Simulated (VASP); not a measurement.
## Mg: single point with PBEsol

The system is Mg.

```
CELL_PARAMETERS angstrom
0.00000 2.30416 2.30416
2.30416 0.00000 2.30416
2.30416 2.30416 0.00000
ATOMIC_POSITIONS crystal
Mg 0.00000 0.00000 0.00000
```

This cell differs from its parent crystal: strained.

```json
{"Program": "VASP 6.6.1", "Task": "single point", "Functional": "PBEsol", "Potentials or basis": "VASP PAW PBE potentials, release 64 (Mg)", "Cutoff": "520 eV", "k mesh": "16 × 16 × 16", "Occupations": "gaussian, width 0.1 eV", "Spin": "no spin polarisation"}
```

- Pressure: -2.5 GPa
- Band gap on the k mesh: zero (band 1 reaches 3.67 eV, above the bottom of band 2 at 0.97 eV)

Levels at points of the mesh, in eV from the Fermi level:
| k point | band 1 | band 2 | band 3 | band 4 |
| --- | --- | --- | --- | --- |
| (0.00, 0.00, 0.00) | -6.64 | 11.97 | 11.97 | 11.97 |
| (0.50, 0.00, 0.00) | -1.59 | -1.28 | 10.93 | 10.93 |
| (0.50, 0.50, 0.00) | -0.19 | 0.76 | 5.98 | 6.62 |

Wall time 11 s on 1 thread of Intel(R) Xeon(R) Platinum 8259CL CPU @ 2.50GHz (Skylake/Cascade Lake), with other jobs on the host, peak memory 0.15 GiB.

Caveat: the cell differs from its parent crystal (strained); the PAW data sets were made with another functional, which shifts forces and pressure a little.
